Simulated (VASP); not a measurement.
ZnS, 2 atoms in the cell. The structure is cubic, space group F-43m (No. 216). Conventional cell: a = 5.356 Å, b = 5.356 Å, c = 5.356 Å, α = 90.00°, β = 90.00°, γ = 90.00°. Zn (site symmetry -43m) has 4 S at 2.32 Å within 3.1 Å. S (site symmetry -43m) has 4 Zn at 2.32 Å within 3.1 Å. 

```yaml
Program: VASP 6.6.1
Task: single point
Functional: HSE06
Potentials_or_basis: VASP PAW PBE potentials, release 64 (Zn, S)
Cutoff: 400 eV
k_mesh: 6 × 6 × 6
Occupations: gaussian, width 0.01 eV
Spin: no spin polarisation
Dipole_correction: no
Grid_for_exact_exchange_PRECFOCK: Normal
Further_INCAR_settings: ALGO = Normal; EDIFF = 1e-06; NBANDS = 16
Share_of_exact_exchange: 0.25
Screening_parameter: 0.2079 1/Å
```

Potentials or basis: VASP PAW PBE potentials, release 64 (Zn, S).

The run is started by

```console
$ cat potpaw_PBE.64/Zn/POTCAR potpaw_PBE.64/S/POTCAR > POTCAR
$ cp INCAR.step1 INCAR
$ mpirun -np 1 vasp_std > vasp.out
$ cp INCAR.step2 INCAR
$ mpirun -np 1 vasp_std > vasp.out
```

Hardware: 1 thread of AMD EPYC 7R43 64-Core Processor (Zen 3), on a shared host.

Q: How long does it take, and how much memory?

A: Wall time 50 min on 1 thread of AMD EPYC 7R43 64-Core Processor (Zen 3) (shared host), peak memory 0.22 GiB. Counts: k points 16.
